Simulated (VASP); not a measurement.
# MgS (F-43m) in VASP: a series of runs

The runs below take MgS through single point, with PBEsol.

Program: VASP 6.6.1. These are calculated values, not measurements. Logs are shortened: lines on timing, memory, paths and dates and some standing lists are left out, and cuts for length are marked.

### 1 The cell of the first run

Symmetry: F-43m, No. 216, cubic system. The conventional cell has a = 5.662 Å, b = 5.662 Å, c = 5.662 Å, α = 90.00°, β = 90.00°, γ = 90.00°. Within 3.2 Å of Mg (site symmetry -43m) lie 4 S at 2.45 Å. Within 3.2 Å of S (site symmetry -43m) lie 4 Mg at 2.45 Å.

### 2 Single point, PBEsol

File INCAR:

```
PREC = Accurate
ENCUT = 600
EDIFF = 1E-6
ISMEAR = 0
SIGMA = 0.01
LREAL = F
LASPH = T
NELM = 120
ALGO = Normal
ISIF = 2
LWAVE = F
LCHARG = F
GGA = PS
NBANDS = 11
GGA_COMPAT = F
```

File KPOINTS:

```
Automatic mesh
0
Gamma
  6 6 6
```

File POSCAR:

```
MgS
1.0
    0.0000000000      2.8308768389      2.8308768389
    2.8308768389      0.0000000000      2.8308768389
    2.8308768389      2.8308768389      0.0000000000
Mg S
1 1
Direct
    0.0000000000      0.0000000000      0.0000000000
    0.2500000000      0.2500000000      0.2500000000
```

Potentials or basis: VASP PAW PBE potentials, release 64 (Mg, S).

The run is started by

```
> cat potpaw_PBE.64/Mg/POTCAR potpaw_PBE.64/S/POTCAR > POTCAR
> mpirun -np 1 vasp_std > vasp.out
```

OUTCAR:

```text
PREC = Accurate
   ENCUT = 600
   EDIFF = 1E-6
   ISMEAR = 0
   LREAL = F
   LASPH = T
   NELM = 120
   ISIF = 2
   GGA = PS

 ion  position               nearest neighbor table
   1  0.000  0.000  0.000-   2 2.45   2 2.45   2 2.45   2 2.45
   2  0.250  0.250  0.250-   1 2.45   1 2.45   1 2.45   1 2.45

  LATTYP: Found a face centered cubic cell.
 ALAT       =     5.6617536778

  Lattice vectors:

 A1 = (   0.0000000000,   2.8308768389,   2.8308768389)
 A2 = (   2.8308768389,   0.0000000000,   2.8308768389)
 A3 = (   2.8308768389,   2.8308768389,   0.0000000000)

Analysis of symmetry for initial positions (statically):
=====================================================================
 Subroutine PRICEL returns:
 Original cell was already a primitive cell.

 Routine SETGRP: Setting up the symmetry group for a
 face centered cubic supercell.

 Subroutine GETGRP returns: Found 24 space group operations
 (whereof 24 operations were pure point group operations)
 out of a pool of 48 trial point group operations.

The static configuration has the point symmetry T_d .

Analysis of symmetry for dynamics (positions and initial velocities):
=====================================================================
 Subroutine PRICEL returns:
 Original cell was already a primitive cell.

 Routine SETGRP: Setting up the symmetry group for a
 face centered cubic supercell.

 Subroutine GETGRP returns: Found 24 space group operations
 (whereof 24 operations were pure point group operations)
 out of a pool of 48 trial point group operations.

The dynamic configuration has the point symmetry T_d .

 Subroutine INISYM returns: Found 24 space group operations
 (whereof 24 operations are pure point group operations),
 and found     1 'primitive' translations

----------------------------------------------------------------------------------------

                                     Primitive cell

  volume of cell :      45.3725

  direct lattice vectors                    reciprocal lattice vectors
     0.000000000  2.830876839  2.830876839    -0.176623721  0.176623721  0.176623721
     2.830876839  0.000000000  2.830876839     0.176623721 -0.176623721  0.176623721
     2.830876839  2.830876839  0.000000000     0.176623721  0.176623721 -0.176623721

  length of vectors
     4.003464419  4.003464419  4.003464419     0.305921258  0.305921258  0.305921258

  position of ions in fractional coordinates (direct lattice)
     0.000000000  0.000000000  0.000000000
     0.250000000  0.250000000  0.250000000

  ion indices of the primitive-cell ions
   primitive index   ion index
                 1           1
                 2           2

----------------------------------------------------------------------------------------

 KPOINTS: Automatic mesh

Automatic generation of k-mesh.
 Grid dimensions read from file:
 generate k-points for:    6    6    6

 Generating k-lattice:

  Cartesian coordinates                     Fractional coordinates (reciprocal lattice)
    -0.029437287  0.029437287  0.029437287     0.166666667  0.000000000  0.000000000
     0.029437287 -0.029437287  0.029437287     0.000000000  0.166666667  0.000000000
     0.029437287  0.029437287 -0.029437287     0.000000000  0.000000000  0.166666667

  Length of vectors
     0.050986876  0.050986876  0.050986876

  Shift w.r.t. Gamma in fractional coordinates (k-lattice)
     0.000000000  0.000000000  0.000000000

 Subroutine IBZKPT returns following result:
 ===========================================

 Found     16 irreducible k-points:

 Following reciprocal coordinates:
            Coordinates               Weight
  0.000000  0.000000  0.000000      1.000000
  0.166667  0.000000  0.000000      8.000000
  0.333333  0.000000  0.000000      8.000000
  0.500000  0.000000  0.000000      4.000000
  0.166667  0.166667  0.000000      6.000000
  0.333333  0.166667  0.000000     24.000000
[... 8 lines left out ...]
 -0.333333  0.333333  0.166667     24.000000
 -0.333333  0.500000  0.166667     12.000000
   k-points           NKPTS =     16   k-points in BZ     NKDIM =     16   number of bands    NBANDS=     11
   number of dos      NEDOS =    301   number of ions     NIONS =      2
   total plane-waves  NPLWV =  32768
   dimension x,y,z NGX =    32 NGY =   32 NGZ =   32
   dimension x,y,z NGXF=    64 NGYF=   64 NGZF=   64
   ions per type =               1   1
   NGX,Y,Z   is equivalent  to a cutoff of  13.29, 13.29, 13.29 a.u.
   NGXF,Y,Z  is equivalent  to a cutoff of  26.58, 26.58, 26.58 a.u.
 SYSTEM =  unknown system
   PREC   = accura    normal or accurate (medium, high low for compatibility)
   ISTART =      0    job   : 0-new  1-cont  2-samecut
   ICHARG =      2    charge: 1-file 2-atom 10-const
   ISPIN  =      1    spin polarized calculation?
   LNONCOLLINEAR =      F non collinear calculations
   LSORBIT =      F    spin-orbit coupling
   LASPH  =      T    aspherical Exc in radial PAW
   ENCUT  =  600.0 eV  44.10 Ry    6.64 a.u.   8.00  8.00  8.00*2*pi/ulx,y,z
   NELM   =    120;   NELMIN=  2; NELMDL= -5     # of ELM steps
   EDIFF  = 0.1E-05   stopping-criterion for ELM
   LREAL  =      F    real-space projection
   EDIFFG = 0.1E-04   stopping-criterion for IOM
   NSW    =      0    number of steps for IOM
   IBRION =     -1    ionic relax: 0-MD 1-quasi-New 2-CG
   NFREE  =      0    steps in history (QN), initial steepest desc. (CG)
   ISIF   =      2    stress and relaxation
   ISYM   =      2    0-nonsym 1-usesym 2-fastsym
   POTIM  = 0.5000    time-step for ionic-motion
   TEBEG  =    0.0;   TEEND  =   0.0 temperature during run
   PSTRESS=    0.0 pullay stress
   NELECT =       8.0000    total number of electrons
   NUPDOWN=      -1.0000    fix difference up-down
   EMIN   =  10.00;   EMAX   =-10.00  energy-range for DOS
   EFERMI =   0.00;   METHOD = LEGACY
   ISMEAR =     0;   SIGMA  =   0.01  broadening in eV -4-tet -1-fermi 0-gaus
   EFERMI_NEDOS =   21; number of points for ismear=-14 and -15
   IALGO  =     38    algorithm
   IMIX   =      4    mixing-type and parameters
     AMIX     =   0.40;   BMIX     =  1.00
     AMIX_MAG =   1.60;   BMIX_MAG =  1.00
  volume/ion in A,a.u.               =      22.69       153.09
  Fermi-wavevector in a.u.,A,eV,Ry     =   0.917995  1.734760 11.465842  0.842716
  Thomas-Fermi vector in A             =   2.043027
   LORBIT       =      0    0 simple, 1 ext, 2 COOP (PROOUT), +10 PAW based schemes
   GGA     = PS    functional components
   LHFCALC =     F    Hartree Fock is set to
   AEXX    =    0.0000 exact exchange contribution
   IVDW    =     0    specifies the selected vdW correction
   LEPSILON=     F    determine dielectric tensor
   LRPA    =     F    only Hartree local field effects (RPA)
 non-spin polarized calculation
 Gauss-broadening in eV      SIGMA  =   0.01
  energy-cutoff  :      600.00
  volume of cell :       45.37
 maximum number of plane-waves:      1527
   NGX = 15   NGY = 15   NGZ = 15

 number of electron       8.0000000 magnetization

 Free energy of the ion-electron system (eV)
  ---------------------------------------------------
  ext. energy  EPLUGINS =         0.00000000
  ---------------------------------------------------
  free energy    TOTEN  =        -8.91716249 eV

  energy without entropy =       -8.91716249  energy(sigma->0) =       -8.91716249

 E-fermi :   1.0486     XC(G=0):  -8.5767

 val. band max:        1.0021287526   @ k =   0.0000   0.0000   0.0000
 cond. band min:       4.2983271711   @ k =   0.0000   0.0000   0.0000
 fundamental gap:      3.2961984186
 Fermi energy:         1.0485843779

 k-point     1 :       0.0000    0.0000    0.0000
  band No.  band energies     occupation
      1     -10.2670      2.00000
      2       1.0021      2.00000
      3       1.0021      2.00000
      4       1.0021      2.00000
      5       4.2983      0.00000
      6       8.8745      0.00000
      7       8.8745      0.00000
      8       8.8745      0.00000
      9      11.7854      0.00000
     10      11.7855      0.00000
     11      14.5493      0.00000

 k-point     2 :       0.1667    0.0000    0.0000
  band No.  band energies     occupation
      1     -10.1134      2.00000
      2      -0.0944      2.00000
      3       0.9113      2.00000
      4       0.9113      2.00000
      5       5.3187      0.00000
      6       8.6116      0.00000
      7       9.1267      0.00000
      8       9.1267      0.00000
      9      11.1678      0.00000
     10      11.1678      0.00000
     11      13.5758      0.00000

 k-point     3 :       0.3333    0.0000    0.0000
  band No.  band energies     occupation
      1      -9.7694      2.00000
      2      -1.5660      2.00000
      3       0.7466      2.00000
      4       0.7466      2.00000
      5       6.0173      0.00000
      6       8.8364      0.00000
      7       8.8364      0.00000
      8       9.0357      0.00000
      9      12.1316      0.00000
     10      12.1316      0.00000
     11      12.9388      0.00000

 k-point     4 :       0.5000    0.0000    0.0000
  band No.  band energies     occupation
      1      -9.5734      2.00000
      2      -2.1819      2.00000
      3       0.6715      2.00000
      4       0.6715      2.00000
      5       5.9974      0.00000
      6       8.5430      0.00000
      7       8.5430      0.00000
      8       9.4257      0.00000
      9      13.7101      0.00000
     10      14.1599      0.00000
     11      14.1599      0.00000

 k-point     5 :       0.1667    0.1667    0.0000
  band No.  band energies     occupation
      1     -10.0625      2.00000
      2      -0.0694      2.00000
      3       0.6960      2.00000
      4       0.6960      2.00000
      5       5.6485      0.00000
      6       8.0069      0.00000
      7       9.6075      0.00000
      8       9.6075      0.00000
      9       9.7143      0.00000
     10      12.2554      0.00000
     11      15.5489      0.00000
[... 99 lines left out ...]
 k-point    13 :       0.5000    0.5000    0.0000
  band No.  band energies     occupation
      1      -9.3498      2.00000
      2      -1.8500      2.00000
      3      -0.0469      2.00000
      4      -0.0469      2.00000
      5       4.7118      0.00000
      6       6.5471      0.00000
      7      12.0315      0.00000
      8      13.1629      0.00000
      9      13.1629      0.00000
     10      14.8884      0.00000
     11      14.8896      0.00000

 k-point    14 :       0.5000    0.3333    0.1667
  band No.  band energies     occupation
      1      -9.5347      2.00000
      2      -1.4804      2.00000
      3      -0.3339      2.00000
      4       0.2961      2.00000
      5       6.5412      0.00000
      6       7.9997      0.00000
      7       8.3915      0.00000
      8      10.7162      0.00000
      9      11.5993      0.00000
     10      14.4529      0.00000
     11      15.2907      0.00000

 k-point    15 :      -0.3333    0.3333    0.1667
  band No.  band energies     occupation
      1      -9.4019      2.00000
      2      -1.5820      2.00000
      3      -0.6932      2.00000
      4       0.0893      2.00000
      5       6.6233      0.00000
      6       7.9327      0.00000
      7       9.3366      0.00000
      8      10.2014      0.00000
      9      12.1304      0.00000
     10      13.9377      0.00000
     11      15.2316      0.00000

 k-point    16 :      -0.3333    0.5000    0.1667
  band No.  band energies     occupation
      1      -9.3430      2.00000
      2      -1.5380      2.00000
      3      -0.5838      2.00000
      4      -0.2859      2.00000
      5       5.8267      0.00000
      6       7.7587      0.00000
      7      10.2778      0.00000
      8      10.3132      0.00000
      9      13.4087      0.00000
     10      14.7402      0.00000
     11      14.8594      0.00000

------------------------ aborting loop because EDIFF is reached ----------------------------------------

  FORCE on cell =-STRESS in cart. coord.  units (eV):
  Direction    XX          YY          ZZ          XY          YZ          ZX
  --------------------------------------------------------------------------------------
  -------------------------------------------------------------------------------------
  Total       -0.1051885     -0.1051885     -0.1051885      0.0000000      0.0000000      0.0000000
  in kB       -3.7143760     -3.7143760     -3.7143760      0.0000000      0.0000000      0.0000000
  external PRESSURE =      -3.7143760 kB  Pullay stress =       0.0000000 kB

 VOLUME and BASIS-vectors are now :
 -----------------------------------------------------------------------------
  energy-cutoff  :      600.00
  volume of cell :       45.37
      direct lattice vectors                 reciprocal lattice vectors
     0.000000000  2.830876839  2.830876839    -0.176623721  0.176623721  0.176623721
     2.830876839  0.000000000  2.830876839     0.176623721 -0.176623721  0.176623721
     2.830876839  2.830876839  0.000000000     0.176623721  0.176623721 -0.176623721

 POSITION                                       TOTAL-FORCE (eV/Angst)
 -----------------------------------------------------------------------------------
      0.00000      0.00000      0.00000        -0.000000     -0.000000     -0.000000
      1.41544      1.41544      1.41544         0.000000      0.000000      0.000000
 -----------------------------------------------------------------------------------
    total drift:                               -0.000000     -0.000000     -0.000000

  FREE ENERGIE OF THE ION-ELECTRON SYSTEM (eV)
  ---------------------------------------------------
  free  energy   TOTEN  =        -8.9171624856 eV

  energy  without entropy=       -8.9171624856  energy(sigma->0) =       -8.91716249
```

Wall time 6.2 s (1 thread of AMD EPYC 9R45 (Zen 5), shared host); peak memory 0.14 GiB.

What came out:

```
Free energy            : -8.9172 eV
Pressure               : -0.4 GPa
Band gap on the k mesh : 3.30 eV
```

Caveat: the PAW data sets were made with another functional, which shifts forces and pressure a little.

### 3 Single point, PBEsol

File INCAR:

```
SYSTEM = MgS
ALGO = Normal
EDIFF = 1E-6
ENCUT = 600
GGA = PS
GGA_COMPAT = .False.
ISIF = 2
ISMEAR = -1
LASPH = .True.
LCHARG = .True.
LELF = .True.
LREAL = .False.
LVHAR = .True.
LWAVE = .False.
NBANDS = 11
NELM = 120
PREC = Accurate
SIGMA = 0.001
```

File KPOINTS:

```
k-points
0
Gamma
  6 6 6
  0 0 0
```

POSCAR is that of step 2.

Potentials or basis: VASP PAW PBE potentials, release 64 (Mg, S).

The run is started by

```
> cat potpaw_PBE.64/Mg/POTCAR potpaw_PBE.64/S/POTCAR > POTCAR
> mpirun -np 1 vasp_std > vasp.out
```

Run time: 6.7 s. Hardware: 1 thread of AMD EPYC 9R45 (Zen 5), shared host; peak memory 0.14 GiB.

The run converged. Its results:

* Free energy: -8.9172 eV
* Pressure: -0.4 GPa
* Band gap on the k mesh: 3.30 eV

Levels at points of the mesh, in eV from the valence-band top:
| k point | band 2 | band 3 | band 4 | band 5 | band 6 | band 7 |
| --- | --- | --- | --- | --- | --- | --- |
| (0.00, 0.00, 0.00) | 0.00 | 0.00 | 0.00 | 3.30 | 7.87 | 7.87 |
| (0.50, 0.00, 0.00) | -3.18 | -0.33 | -0.33 | 5.00 | 7.54 | 7.54 |
| (0.50, 0.50, 0.00) | -2.85 | -1.05 | -1.05 | 3.71 | 5.54 | 11.03 |

Caveat: the PAW data sets were made with another functional, which shifts forces and pressure a little.

### 4 Single point, PBEsol

File INCAR:

```
SYSTEM = MgS
  PREC = Accurate
  ENCUT = 600
  EDIFF = 1E-6
  ISMEAR = 0
  SIGMA = 0.5
  LREAL = .False.
  LASPH = .True.
  NELM = 120
  ALGO = Normal
  ISIF = 2
  LWAVE = .False.
  LCHARG = .True.
  GGA = PS
  LELF = .True.
  LVHAR = .True.
  NBANDS = 11
  GGA_COMPAT = .False.
```

File KPOINTS:

```
regular mesh
0
Gamma
  6 6 6
  0 0 0
```

POSCAR is that of step 3.

The run is started by

```
> cat potpaw_PBE.64/Mg/POTCAR potpaw_PBE.64/S/POTCAR > POTCAR
> mpirun -np 1 vasp_std > vasp.out
```

Wall time 6.8 s (1 thread of AMD EPYC 9R45 (Zen 5), shared host); peak memory 0.14 GiB.

Results (log left out):

- Free energy: -8.9172 eV
- Pressure: -0.4 GPa
- Band gap on the k mesh: 3.30 eV

Levels at points of the mesh, in eV from the valence-band top:
```
           k point  band 1  band 2  band 3  band 4  band 5  band 6  band 7  band 8  band 9
(0.00, 0.00, 0.00)  -11.27    0.00    0.00    0.00    3.30    7.87    7.87    7.87   10.78
(0.50, 0.00, 0.00)  -10.58   -3.18   -0.33   -0.33    5.00    7.54    7.54    8.42   12.71
(0.50, 0.50, 0.00)  -10.35   -2.85   -1.05   -1.05    3.71    5.54   11.03   12.16   12.16
```

Caveat: the PAW data sets were made with another functional, which shifts forces and pressure a little. A k mesh can miss the band edges.

(Part 1 of 2 ends here.)
